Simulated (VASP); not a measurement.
# SiC (Cm) in VASP: further runs, part 3 of 4

VASP 6.6.1.

**5. Single point, r2SCAN (atom 2 (C) moved by (-0.300, +0.150) A along [1 1 0] and z)**

Contents of POSCAR:

```
SiC
1.0
    0.0000000000      2.1781449855      2.1781449855
    2.1781449855      0.0000000000      2.1781449855
    2.1781449855      2.1781449855      0.0000000000
Si C
1 1
Direct
    0.0000000000      0.0000000000      0.0000000000
    0.7844329696      0.7844329696      0.6181758853
```

Contents of INCAR.step1:

```
ALGO     = Normal         # electronic algorithm
EDIFF    = 1E-4           # SCF threshold, eV
ENCUT    = 520            # plane-wave cutoff, eV
GGA      = PE             # functional
ISMEAR   = 0              # smearing method
LASPH    = True           # aspherical terms in the spheres
LCHARG   = False          # write CHGCAR
LREAL    = False          # projectors in reciprocal space
LWAVE    = True           # write WAVECAR
NBANDS   = 11             # bands
NELM     = 80             # most SCF steps
PREC     = Accurate       # precision mode
SIGMA    = 0.05           # smearing width, eV
```

Contents of INCAR.step2:

```
ALGO     = Normal         # electronic algorithm
EDIFF    = 1E-7           # SCF threshold, eV
ENCUT    = 520            # plane-wave cutoff, eV
ISIF     = 2              # what is computed and relaxed
ISMEAR   = 0              # smearing method
ISTART   = 1            
LASPH    = True           # aspherical terms in the spheres
LCHARG   = False          # write CHGCAR
LMIXTAU  = True         
LREAL    = False          # projectors in reciprocal space
LWAVE    = False          # write WAVECAR
METAGGA  = R2SCAN         # meta-GGA
NBANDS   = 11             # bands
NELM     = 80             # most SCF steps
PREC     = Accurate       # precision mode
SIGMA    = 0.05           # smearing width, eV
```

Contents of KPOINTS:

```
k-points
0
Gamma
  10 10 10
```

Command:

```console
$ cat potpaw_PBE.64/Si/POTCAR potpaw_PBE.64/C/POTCAR > POTCAR
$ cp INCAR.step1 INCAR
$ mpirun -np 1 vasp_std > vasp.out
$ cp INCAR.step2 INCAR
$ mpirun -np 1 vasp_std > vasp.out
```

Wall time 3.4 min (1 thread of Intel Xeon 8259CL, shared host); peak memory 0.18 GiB.

The run converged. Its results:

- Free energy: -17.6348 eV
- Pressure: 21.8 GPa
- Largest force: 12.463 eV/Å
- Band gap on the k mesh: 0.59 eV (least direct gap 4.36 eV)

Forces in eV/Å, atoms in the order of the input:
```
Si  -7.233 -7.233  7.118
C    7.233  7.233 -7.118
```

Stress tensor (GPa, compression positive):
```
 19.85  27.92 -29.39
 27.92  19.85 -29.39
-29.39 -29.39  25.63
```

Levels at points of the mesh, in eV from the valence-band top:
```
           k point  band 1  band 2  band 3  band 4  band 5  band 6  band 7  band 8  band 9
(0.00, 0.00, 0.00)  -17.04   -2.72   -0.26    0.00    5.67    6.70    6.78    8.38   14.23
(0.50, 0.00, 0.00)  -13.64   -9.31   -3.05   -0.93    4.60    5.42    8.13   10.37   15.60
(0.00, 0.00, 0.50)  -13.11  -10.58   -1.66   -1.39    5.19    7.33    7.78    9.55   15.34
(0.50, 0.50, 0.50)  -13.71   -9.10   -3.16   -1.11    4.76    5.40    7.99   10.28   15.59
(0.50, 0.50, 0.00)  -12.20   -8.86   -4.02   -3.83    0.59    3.71   13.30   14.59   15.45
(0.00, 0.50, 0.50)  -12.22   -8.78   -4.33   -3.72    0.64    3.84   13.40   14.48   15.24
```

Caveat: the cell differs from its parent crystal (atom 2 (C) moved by (-0.300, +0.150) A along [1 1 0] and z); the stress differs along the axes, from 20 to 26 GPa; semilocal functionals underestimate gaps, and a narrow one can read as zero; the PAW data sets were made with another functional, which shifts forces and pressure a little. A k mesh can miss the band edges.

**6. Single point, r2SCAN (atom 2 (C) moved by (-0.150, -0.150) A along [1 1 0] and z)**

POSCAR: that of step 5 with these lines changed.

```diff
@@ -9,2 +9,2 @@
     0.0000000000      0.0000000000      0.0000000000
-    0.7844329696      0.7844329696      0.6181758853
+    0.7155670304      0.7155670304      0.7357373970
```

Contents of INCAR.step1:

```
PREC     = Accurate       # precision mode
ENCUT    = 520            # plane-wave cutoff, eV
ISMEAR   = 0              # smearing method
SIGMA    = 0.05           # smearing width, eV
LREAL    = False          # projectors in reciprocal space
LASPH    = True           # aspherical terms in the spheres
NELM     = 100            # most SCF steps
NBANDS   = 11             # bands
GGA      = PE             # functional
ALGO     = Normal         # electronic algorithm
EDIFF    = 1E-4           # SCF threshold, eV
LWAVE    = True           # write WAVECAR
LCHARG   = False          # write CHGCAR
```

Contents of INCAR.step2:

```
PREC     = Accurate       # precision mode
ENCUT    = 520            # plane-wave cutoff, eV
EDIFF    = 1E-6           # SCF threshold, eV
ISMEAR   = 0              # smearing method
SIGMA    = 0.05           # smearing width, eV
LREAL    = False          # projectors in reciprocal space
LASPH    = True           # aspherical terms in the spheres
NELM     = 100            # most SCF steps
ALGO     = Normal         # electronic algorithm
ISIF     = 2              # what is computed and relaxed
LWAVE    = False          # write WAVECAR
LCHARG   = False          # write CHGCAR
METAGGA  = R2SCAN         # meta-GGA
LMIXTAU  = True         
NBANDS   = 11             # bands
ISTART   = 1
```

Contents of KPOINTS:

```
Automatic mesh
0
Gamma
  10 10 10
```

Potentials or basis: VASP PAW PBE potentials, release 64 (Si, C).

Command:

```console
$ cat potpaw_PBE.64/Si/POTCAR potpaw_PBE.64/C/POTCAR > POTCAR
$ cp INCAR.step1 INCAR
$ mpirun -np 1 vasp_std > vasp.out
$ cp INCAR.step2 INCAR
$ mpirun -np 1 vasp_std > vasp.out
```

OUTCAR:

```text
PREC = Accurate
   ENCUT = 520
   EDIFF = 1E-6
   ISMEAR = 0
   LREAL = False
   LASPH = True
   NELM = 100
   ISIF = 2
   METAGGA = R2SCAN
   ISTART = 1

 ion  position               nearest neighbor table
   1  0.000  0.000  0.000-   2 1.81   2 1.81   2 1.86   2 2.10
   2  0.716  0.716  0.736-   1 1.81   1 1.81   1 1.86   1 2.10

  LATTYP: Found a face centered cubic cell.
 ALAT       =     4.3562899710

  Lattice vectors:

 A1 = (   0.0000000000,   2.1781449855,   2.1781449855)
[... 522 lines left out ...]
------------------------ aborting loop because EDIFF is reached ----------------------------------------

  FORCE on cell =-STRESS in cart. coord.  units (eV):
  Direction    XX          YY          ZZ          XY          YZ          ZX
  --------------------------------------------------------------------------------------
  -------------------------------------------------------------------------------------
  Total        0.5789996      0.5789996      0.3026125     -0.7901377     -0.2879681     -0.2879682
  in kB       44.8847146     44.8847146     23.4588696    -61.2523904    -22.3236172    -22.3236303
  external PRESSURE =      37.7427663 kB  Pullay stress =       0.0000000 kB

 VOLUME and BASIS-vectors are now :
 -----------------------------------------------------------------------------
  energy-cutoff  :      520.00
  volume of cell :       20.67
      direct lattice vectors                 reciprocal lattice vectors
     0.000000000  2.178144985  2.178144985    -0.229553130  0.229553130  0.229553130
     2.178144985  0.000000000  2.178144985     0.229553130 -0.229553130  0.229553130
     2.178144985  2.178144985  0.000000000     0.229553130  0.229553130 -0.229553130

 POSITION                                       TOTAL-FORCE (eV/Angst)
 -----------------------------------------------------------------------------------
      0.00000      0.00000      0.00000        -1.125968     -1.125968     -2.247855
      3.16115      3.16115      3.11722         1.125968      1.125968      2.247855
 -----------------------------------------------------------------------------------
    total drift:                               -0.000160     -0.000160     -0.000242

  FREE ENERGIE OF THE ION-ELECTRON SYSTEM (eV)
  ---------------------------------------------------
  free  energy   TOTEN  =       -18.9907282507 eV

  energy  without entropy=      -18.9907282507  energy(sigma->0) =      -18.99072825
```

OUTCAR.step1:

```text
PREC = Accurate
   ENCUT = 520
   ISMEAR = 0
   LREAL = False
   LASPH = True
[... 557 lines left out ...]
      0.00000      0.00000      0.00000        -1.085337     -1.085337     -2.187640
      3.16115      3.16115      3.11722         1.085337      1.085337      2.187640
 -----------------------------------------------------------------------------------
    total drift:                               -0.000450     -0.000450     -0.000833

  FREE ENERGIE OF THE ION-ELECTRON SYSTEM (eV)
  ---------------------------------------------------
  free  energy   TOTEN  =       -14.7299077221 eV

  energy  without entropy=      -14.7299076765  energy(sigma->0) =      -14.72990770
```

OSZICAR.step1:

```text
N       E                     dE             d eps       ncg     rms          rms(c)
DAV:   1     0.362200797154E+01    0.36220E+01   -0.40499E+03  6524   0.615E+02
DAV:   2    -0.160880633188E+02   -0.19710E+02   -0.18700E+02  7869   0.108E+02
DAV:   3    -0.167012392410E+02   -0.61318E+00   -0.61200E+00  7583   0.159E+01
DAV:   4    -0.167036060858E+02   -0.23668E-02   -0.23667E-02  7077   0.126E+00
DAV:   5    -0.167036166486E+02   -0.10563E-04   -0.10563E-04  7615   0.780E-02    0.910E+00
DAV:   6    -0.147904082029E+02    0.19132E+01   -0.69859E+00  6945   0.118E+01    0.395E+00
DAV:   7    -0.147384377188E+02    0.51970E-01   -0.40557E-01  7448   0.368E+00    0.183E+00
DAV:   8    -0.147297460821E+02    0.86916E-02   -0.22803E-02  7008   0.100E+00    0.172E-01
DAV:   9    -0.147297977933E+02   -0.51711E-04   -0.19171E-03  7689   0.248E-01    0.108E-01
DAV:  10    -0.147299020633E+02   -0.10427E-03   -0.23628E-04  6861   0.965E-02    0.296E-02
DAV:  11    -0.147299077221E+02   -0.56588E-05   -0.30219E-05  3621   0.319E-02
   1 F= -.14729908E+02 E0= -.14729908E+02  d E =-.456323E-07
```

Wall time 2.7 min (1 thread of Intel Xeon 8259CL, shared host); peak memory 0.19 GiB.

Results:

```
Free energy            : -18.9907 eV
Pressure               : 3.8 GPa
Largest force          : 2.755 eV/Å
Band gap on the k mesh : 0.58 eV (least direct gap 4.53 eV)
```

Forces on the atoms (eV/Å):
```
Si  -1.126 -1.126 -2.248
C    1.126  1.126  2.248
```

Stress tensor (GPa, compression positive):
```
 4.49 -6.13 -2.23
-6.13  4.49 -2.23
-2.23 -2.23  2.35
```

Caveat: the cell differs from its parent crystal (atom 2 (C) moved by (-0.150, -0.150) A along [1 1 0] and z); the cell stands under pressure; semilocal functionals underestimate gaps, and a narrow one can read as zero; the PAW data sets were made with another functional, which shifts forces and pressure a little.

(Continued in part 4 of 4.)
